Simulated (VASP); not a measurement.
**AlH4: relaxation of cell and atoms with PBE**

AlH4:

```
Al H
1.0
    -1.73293    1.73293    3.39311
     1.73293   -1.73293    3.39311
     1.73293    1.73293   -3.39311
Al H
1 4
Direct
  0.00000 0.00000 0.00000
  0.23700 0.23700 0.00000
  0.76300 0.76300 0.00000
  0.50000 0.00000 0.50000
  0.00000 0.50000 0.50000
```

The cell was generated, and may not be a known phase.

```yaml
Program: VASP 6.6.1
Task: relaxation of cell and atoms
Functional: PBE
Potentials_or_basis: VASP PAW PBE potentials, release 64 (Al, H_h)
Cutoff: 1230 eV
k_mesh: 8 × 8 × 8
Occupations: gaussian, width 0.1 eV
Spin: no spin polarisation
Dipole_correction: no
Further_INCAR_settings: ALGO = Normal; EDIFF = 1e-07; IBRION = 2; EDIFFG = -0.04; NSW = 90; ISIF = 3
```

* Relaxed volume: 8.68 Å³/atom
* Relaxed cell: a = 4.288 Å, b = 4.288 Å, c = 4.288 Å, α = 131.42°, β = 131.42°, γ = 71.14°
* Space group after relaxing (to 0.1 Å): I4/mmm (No. 139)
* Energy gained by relaxing: 9.0 meV/atom
* Ionic steps: 7
* Pressure after relaxing: -0.1 GPa
* Largest force after relaxing: 0.039 eV/Å
* Band gap on the k mesh: zero (an odd number of electrons rules out a gap without spin polarisation)

Forces in eV/Å, atoms in the order of the input:
```
Al   0.000  0.000  0.000
H    0.000  0.000 -0.039
H    0.000  0.000  0.039
H    0.000  0.000  0.000
H    0.000  0.000  0.000
```

Stress tensor (GPa, compression positive):
```
-0.38  0.00  0.00
 0.00 -0.38  0.00
 0.00  0.00  0.39
```

Step by step:
```tsv
step	energy change (eV)	largest force (eV/Å)	pressure (GPa)	volume (Å³)
1	0.0000	0.5213	4.61	40.76
2	-0.0416	0.0020	0.92	42.16
3	-0.0422	0.0665	0.44	42.36
4	-0.0430	0.0620	0.35	42.52
5	-0.0446	0.0487	0.07	43.03
6	-0.0439	0.0188	-0.43	44.05
7	-0.0449	0.0386	-0.12	43.40
```

Final structure:
```yaml
crystal:
  lattice:
    - [-1.76375, 1.76375, 3.48761]
    - [1.76375, -1.76375, 3.48761]
    - [1.76375, 1.76375, -3.48761]
  atoms:
    - { symbol: Al, position: [0.00000, 0.00000, 0.00000] }
    - { symbol: H, position: [0.23858, 0.23858, 0.00000] }
    - { symbol: H, position: [0.76142, 0.76142, 0.00000] }
    - { symbol: H, position: [0.50000, 0.00000, 0.50000] }
    - { symbol: H, position: [0.00000, 0.50000, 0.50000] }
```

Levels at points of the mesh, in eV from the Fermi level:
| k point | band 1 | band 2 | band 3 | band 4 | band 5 | band 6 |
| --- | --- | --- | --- | --- | --- | --- |
| (0.00, 0.00, 0.00) | -8.27 | 0.08 | 0.35 | 0.46 | 6.69 | 6.69 |
| (0.50, 0.00, 0.00) | -5.62 | -4.30 | -1.14 | 0.17 | 6.95 | 7.26 |
| (0.50, 0.50, 0.00) | -3.38 | -3.26 | -2.76 | -1.52 | 3.71 | 5.56 |
| (0.50, 0.50, 0.50) | -6.49 | -4.38 | -0.25 | 0.61 | 5.33 | 5.33 |

It took 5 min on 1 thread of Intel(R) Xeon(R) Platinum 8259CL CPU @ 2.50GHz (Skylake/Cascade Lake), on a shared host, peak memory 0.37 GiB.

Caveat: an odd number of electrons without spin polarisation forces a metal; a magnetic or distorted state may lie lower.
